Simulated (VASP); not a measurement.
# GaN in VASP: notebook

The runs below take GaN through single point, with r2SCAN.

The COD entry that gives the cell may itself be a prediction, so a difference from it is no test against experiment.

All numbers are computed with VASP 6.6.1; they aren't measurements. Logs are shortened: lines on timing, memory, paths and dates and some standing lists are left out, and cuts for length are marked.

### 1 The cell of the first run

The typed cell holds 4 atoms: a = 3.122 Å, b = 3.122 Å, c = 5.085 Å, α = 90.00°, β = 90.00°, γ = 120.00°.

### 2 Single point, r2SCAN

POSCAR

```
GaN
1.0
    3.1215510000      0.0000000000      0.0000000000
   -1.5607760000      2.7033470000      0.0000000000
    0.0000000000      0.0000000000      5.0851720000
Ga N
2 2
Direct
    0.6667000000      0.3333000000      0.0000000000
    0.3334000000      0.6667000000      0.5000000000
    0.6667000000      0.3333000000      0.3770000000
    0.3334000000      0.6667000000      0.8770000000
```

INCAR.step1

```
ALGO = Normal
EDIFF = 1E-4
ENCUT = 520
GGA = PE
ISMEAR = -5
LASPH = T
LCHARG = F
LREAL = F
LWAVE = T
NBANDS = 26
NELM = 60
PREC = Accurate
SIGMA = 0.1
```

INCAR.step2

```
ALGO = Normal
EDIFF = 1E-6
ENCUT = 520
ISIF = 2
ISMEAR = -5
ISTART = 1
LASPH = T
LCHARG = T
LELF = T
LMIXTAU = T
LREAL = F
LVHAR = T
LWAVE = F
METAGGA = R2SCAN
NBANDS = 26
NELM = 60
PREC = Accurate
SIGMA = 0.1
```

KPOINTS

```
k-points
0
Gamma
  7 7 4
```

Potentials or basis: VASP PAW PBE potentials, release 64 (Ga_d, N).

On the command line:

```console
cat potpaw_PBE.64/Ga_d/POTCAR potpaw_PBE.64/N/POTCAR > POTCAR
cp INCAR.step1 INCAR
mpirun -np 1 vasp_std > vasp.out
cp INCAR.step2 INCAR
mpirun -np 1 vasp_std > vasp.out
```

OUTCAR:

```text
EDIFF = 1E-6
   ENCUT = 520
   ISIF = 2
   ISMEAR = -5
   ISTART = 1
   LASPH = T
   LREAL = F
   METAGGA = R2SCAN
   NELM = 60
   PREC = Accurate

 ion  position               nearest neighbor table
   1  0.667  0.333  0.000-   4 1.91   4 1.91   4 1.91   3 1.92
   2  0.333  0.667  0.500-   3 1.91   3 1.91   3 1.91   4 1.92
   3  0.667  0.333  0.377-   2 1.91   2 1.91   2 1.91   1 1.92
   4  0.333  0.667  0.877-   1 1.91   1 1.91   1 1.91   2 1.92

  LATTYP: Found a hexagonal cell.
 ALAT       =     3.1215510000
 C/A-ratio  =     1.6290529932

  Lattice vectors:

 A1 = (   3.1215510000,   0.0000000000,   0.0000000000)
 A2 = (  -1.5607760000,   2.7033470000,   0.0000000000)
 A3 = (   0.0000000000,   0.0000000000,   5.0851720000)

Analysis of symmetry for initial positions (statically):
=====================================================================
 Subroutine PRICEL returns:
 Original cell was already a primitive cell.

 Routine SETGRP: Setting up the symmetry group for a
 hexagonal supercell.

 Subroutine GETGRP returns: Found  4 space group operations
 (whereof  1 operations were pure point group operations)
 out of a pool of 24 trial point group operations.

The static configuration has the point symmetry C_1 .
 The point group associated with its full space group is C_2v.

Analysis of symmetry for dynamics (positions and initial velocities):
=====================================================================
 Subroutine PRICEL returns:
 Original cell was already a primitive cell.

 Routine SETGRP: Setting up the symmetry group for a
 hexagonal supercell.

 Subroutine GETGRP returns: Found  4 space group operations
 (whereof  1 operations were pure point group operations)
 out of a pool of 24 trial point group operations.

The dynamic configuration has the point symmetry C_1 .
 The point group associated with its full space group is C_2v.

 Subroutine INISYM returns: Found  4 space group operations
 (whereof  1 operations are pure point group operations),
 and found     1 'primitive' translations

----------------------------------------------------------------------------------------

                                     Primitive cell

  volume of cell :      42.9119

  direct lattice vectors                    reciprocal lattice vectors
     3.121551000  0.000000000  0.000000000     0.320353568  0.184955968  0.000000000
    -1.560776000  2.703347000  0.000000000     0.000000000  0.369911817  0.000000000
     0.000000000  0.000000000  5.085172000     0.000000000  0.000000000  0.196650182

  length of vectors
     3.121551000  3.121555177  5.085172000     0.369912312  0.369911817  0.196650182

  position of ions in fractional coordinates (direct lattice)
     0.666700000  0.333300000  0.000000000
     0.333400000  0.666700000  0.500000000
     0.666700000  0.333300000  0.377000000
     0.333400000  0.666700000  0.877000000

  ion indices of the primitive-cell ions
   primitive index   ion index
                 1           1
                 2           2
                 3           3
                 4           4

----------------------------------------------------------------------------------------

 KPOINTS: k-points

Automatic generation of k-mesh.
 Grid dimensions read from file:
 generate k-points for:    7    7    4

 Generating k-lattice:

  Cartesian coordinates                     Fractional coordinates (reciprocal lattice)
     0.045764795  0.026422281  0.000000000     0.142857143  0.000000000  0.000000000
     0.000000000  0.052844545  0.000000000     0.000000000  0.142857143  0.000000000
     0.000000000  0.000000000  0.049162546     0.000000000  0.000000000  0.250000000

  Length of vectors
     0.052844616  0.052844545  0.049162546

  Shift w.r.t. Gamma in fractional coordinates (k-lattice)
     0.000000000  0.000000000  0.000000000

 TETIRR: Found    498 inequivalent tetrahedra from     1176

 Subroutine IBZKPT returns following result:
 ===========================================

 Found     48 irreducible k-points:

 Following reciprocal coordinates:
            Coordinates               Weight
  0.000000  0.000000  0.000000      1.000000
  0.142857  0.000000  0.000000      4.000000
  0.000000  0.142857  0.000000      2.000000
  0.285714  0.000000  0.000000      4.000000
  0.000000  0.285714  0.000000      2.000000
  0.428571 -0.000000  0.000000      4.000000
[... 16 lines left out ...]
  0.000000  0.428571  0.250000      4.000000
  0.142857  0.142857  0.250000      8.000000
 [... further k-points ...]
   k-points           NKPTS =     48   k-points in BZ     NKDIM =     48   number of bands    NBANDS=     26
   number of dos      NEDOS =    301   number of ions     NIONS =      4
   total plane-waves  NPLWV =  23040
   dimension x,y,z NGX =    24 NGY =   24 NGZ =   40
   dimension x,y,z NGXF=    48 NGYF=   48 NGZF=   80
   ions per type =               2   2
   NGX,Y,Z   is equivalent  to a cutoff of  12.78, 12.78, 13.08 a.u.
   NGXF,Y,Z  is equivalent  to a cutoff of  25.56, 25.56, 26.15 a.u.
 SYSTEM =  unknown system
   PREC   = accura    normal or accurate (medium, high low for compatibility)
   ISTART =      1    job   : 0-new  1-cont  2-samecut
   ICHARG =      0    charge: 1-file 2-atom 10-const
   ISPIN  =      1    spin polarized calculation?
   LNONCOLLINEAR =      F non collinear calculations
   LSORBIT =      F    spin-orbit coupling
   LASPH  =      T    aspherical Exc in radial PAW
   ENCUT  =  520.0 eV  38.22 Ry    6.18 a.u.   5.80  5.80  9.46*2*pi/ulx,y,z
   NELM   =     60;   NELMIN=  2; NELMDL=  0     # of ELM steps
   EDIFF  = 0.1E-05   stopping-criterion for ELM
   LREAL  =      F    real-space projection
   EDIFFG = 0.1E-04   stopping-criterion for IOM
   NSW    =      0    number of steps for IOM
   IBRION =     -1    ionic relax: 0-MD 1-quasi-New 2-CG
   NFREE  =      0    steps in history (QN), initial steepest desc. (CG)
   ISIF   =      2    stress and relaxation
   ISYM   =      2    0-nonsym 1-usesym 2-fastsym
   POTIM  = 0.5000    time-step for ionic-motion
   TEBEG  =    0.0;   TEEND  =   0.0 temperature during run
   PSTRESS=    0.0 pullay stress
   NELECT =      36.0000    total number of electrons
   NUPDOWN=      -1.0000    fix difference up-down
   EMIN   =  10.00;   EMAX   =-10.00  energy-range for DOS
   EFERMI =   0.00;   METHOD = LEGACY
   ISMEAR =    -5;   SIGMA  =   0.10  broadening in eV -4-tet -1-fermi 0-gaus
   EFERMI_NEDOS =   21; number of points for ismear=-14 and -15
   IALGO  =     38    algorithm
   IMIX   =      4    mixing-type and parameters
     AMIX     =   0.40;   BMIX     =  1.00
     AMIX_MAG =   1.60;   BMIX_MAG =  1.00
  volume/ion in A,a.u.               =      10.73        72.40
  Fermi-wavevector in a.u.,A,eV,Ry     =   1.544009  2.917753 32.435778  2.383962
  Thomas-Fermi vector in A             =   2.649590
   LORBIT       =      0    0 simple, 1 ext, 2 COOP (PROOUT), +10 PAW based schemes
   METAGGA = R2SCAN    functional components
   LHFCALC =     F    Hartree Fock is set to
   AEXX    =    0.0000 exact exchange contribution
   IVDW    =     0    specifies the selected vdW correction
   LEPSILON=     F    determine dielectric tensor
   LRPA    =     F    only Hartree local field effects (RPA)
 non-spin polarized calculation
 Fermi weights with tetrahedron method with Bloechl corrections
  energy-cutoff  :      520.00
  volume of cell :       42.91
 maximum number of plane-waves:      1182
   NGX = 11   NGY = 11   NGZ = 19

 number of electron      36.0000031 magnetization

 Free energy of the ion-electron system (eV)
  ---------------------------------------------------
  ext. energy  EPLUGINS =         0.00000000
  ---------------------------------------------------
  free energy    TOTEN  =       -43.69932195 eV

  energy without entropy =      -43.69932195  energy(sigma->0) =      -43.69932195

 E-fermi :   5.8684     XC(G=0): -13.0118

 val. band max:        5.7585144404   @ k =   0.0000   0.0000   0.0000
 cond. band min:       8.5059115468   @ k =   0.0000   0.0000   0.0000
 fundamental gap:      2.7473971064
 Fermi energy:         5.8684061907

 k-point     1 :       0.0000    0.0000    0.0000
  band No.  band energies     occupation
      1     -11.5795      2.00000
      2     -10.3961      2.00000
      3      -8.1271      2.00000
      4      -8.1104      2.00000
      5      -8.1103      2.00000
      6      -8.0291      2.00000
[... 18 lines left out ...]
     25      18.6996      0.00000
     26      18.7018      0.00000

 k-point     2 :       0.1429    0.0000    0.0000
  band No.  band energies     occupation
      1     -11.3610      2.00000
      2     -10.3289      2.00000
      3      -8.1020      2.00000
      4      -8.0766      2.00000
      5      -8.0480      2.00000
      6      -7.9968      2.00000
[... 18 lines left out ...]
     25      18.2870      0.00000
     26      19.1562      0.00000

 k-point     3 :       0.0000    0.1429    0.0000
  band No.  band energies     occupation
      1     -11.3609      2.00000
      2     -10.3289      2.00000
      3      -8.1020      2.00000
      4      -8.0765      2.00000
      5      -8.0481      2.00000
      6      -7.9969      2.00000
[... 18 lines left out ...]
     25      18.2878      0.00000
     26      19.1549      0.00000

 k-point     4 :       0.2857    0.0000    0.0000
  band No.  band energies     occupation
      1     -10.8591      2.00000
      2     -10.2080      2.00000
      3      -8.0501      2.00000
      4      -8.0240      2.00000
      5      -7.9347      2.00000
      6      -7.8738      2.00000
[... 18 lines left out ...]
     25      18.2618      0.00000
     26      20.0889      0.00000

 k-point     5 :       0.0000    0.2857    0.0000
  band No.  band energies     occupation
      1     -10.8590      2.00000
      2     -10.2080      2.00000
      3      -8.0501      2.00000
      4      -8.0239      2.00000
      5      -7.9347      2.00000
      6      -7.8737      2.00000
[... 18 lines left out ...]
     25      18.2617      0.00000
     26      20.1401      0.00000

 k-point     6 :       0.4286   -0.0000    0.0000
  band No.  band energies     occupation
      1     -10.4697      2.00000
      2     -10.1491      2.00000
      3      -8.0422      2.00000
      4      -8.0090      2.00000
      5      -7.8853      2.00000
      6      -7.8247      2.00000
[... 427 lines left out ...]
 k-point    21 :       0.0000    0.2857    0.2500
  band No.  band energies     occupation
      1     -10.7279      2.00000
      2     -10.2609      2.00000
      3      -8.0511      2.00000
      4      -8.0023      2.00000
      5      -7.9693      2.00000
      6      -7.8955      2.00000
[... 18 lines left out ...]
     25      17.9283      0.00000
     26      19.7398      0.00000

 k-point    22 :       0.4286   -0.0000    0.2500
  band No.  band energies     occupation
      1     -10.3936      2.00000
      2     -10.1653      2.00000
      3      -8.0543      2.00000
      4      -7.9756      2.00000
      5      -7.9409      2.00000
      6      -7.8328      2.00000
[... 18 lines left out ...]
     25      17.8074      0.00000
     26      20.6893      0.00000

 k-point    23 :       0.0000    0.4286    0.2500
  band No.  band energies     occupation
      1     -10.3934      2.00000
      2     -10.1653      2.00000
      3      -8.0543      2.00000
      4      -7.9755      2.00000
      5      -7.9410      2.00000
      6      -7.8328      2.00000
[... 18 lines left out ...]
     25      17.8073      0.00000
     26      20.6872      0.00000

 k-point    24 :       0.1429    0.1429    0.2500
  band No.  band energies     occupation
      1     -10.8514      2.00000
      2     -10.3034      2.00000
      3      -8.0419      2.00000
      4      -8.0289      2.00000
      5      -7.9692      2.00000
      6      -7.9615      2.00000
[... 18 lines left out ...]
     25      18.0631      0.00000
     26      19.3693      0.00000

 [... further k-points ...]
[... 5 lines left out ...]
  --------------------------------------------------------------------------------------
  -------------------------------------------------------------------------------------
  Total        3.8764077      3.8856433      3.7200001     -0.0000007      0.0000000      0.0000000
  in kB      144.7311973    145.0760211    138.8914977     -0.0000268      0.0000000      0.0000000
  external PRESSURE =     142.8995720 kB  Pullay stress =       0.0000000 kB

 VOLUME and BASIS-vectors are now :
 -----------------------------------------------------------------------------
  energy-cutoff  :      520.00
  volume of cell :       42.91
      direct lattice vectors                 reciprocal lattice vectors
     3.121551000  0.000000000  0.000000000     0.320353568  0.184955968  0.000000000
    -1.560776000  2.703347000  0.000000000     0.000000000  0.369911817  0.000000000
     0.000000000  0.000000000  5.085172000     0.000000000  0.000000000  0.196650182

 POSITION                                       TOTAL-FORCE (eV/Angst)
 -----------------------------------------------------------------------------------
      1.56093      0.90103      0.00000        -0.000000      0.002833      0.034144
      0.00016      1.80232      2.54259         0.000000     -0.002833      0.034144
      1.56093      0.90103      1.91711        -0.000000      0.002932     -0.034144
      0.00016      1.80232      4.45970         0.000000     -0.002932     -0.034144
 -----------------------------------------------------------------------------------
    total drift:                               -0.000011      0.000003      0.011318

  FREE ENERGIE OF THE ION-ELECTRON SYSTEM (eV)
  ---------------------------------------------------
  free  energy   TOTEN  =       -43.6993219461 eV

  energy  without entropy=      -43.6993219461  energy(sigma->0) =      -43.69932195
```

Run time: 2.1 min. Hardware: 1 thread of Intel Xeon Platinum 8488C (Sapphire Rapids), shared host; peak memory 0.19 GiB.

Results:

| Property | Result |
| --- | --- |
| Free energy | -43.6993 eV |
| Pressure | 14.3 GPa |
| Largest force | 0.034 eV/Å |
| Band gap on the k mesh | 2.75 eV, direct |

Forces in eV/Å, atoms in the order of the input:
```
Ga   0.000  0.003  0.034
Ga   0.000 -0.003  0.034
N    0.000  0.003 -0.034
N    0.000 -0.003 -0.034
```

Levels at points of the mesh, in eV from the valence-band top:
| k point | band 14 | band 15 | band 16 | band 17 | band 18 | band 19 | band 20 | band 21 | band 22 | band 23 |
| --- | --- | --- | --- | --- | --- | --- | --- | --- | --- | --- |
| (0.00, 0.00, 0.00) | -1.14 | -1.14 | -0.04 | 0.00 | 0.00 | 2.75 | 5.22 | 10.32 | 10.94 | 10.95 |
| (0.00, 0.00, 0.50) | -4.04 | -0.58 | -0.58 | -0.58 | -0.58 | 5.16 | 5.16 | 9.50 | 9.50 | 11.46 |

Caveat: the PAW data sets were made with another functional, which shifts forces and pressure a little. r2SCAN opens gaps a little over a GGA but as a rule still falls short of measured ones.

[end of part 1 of 2]
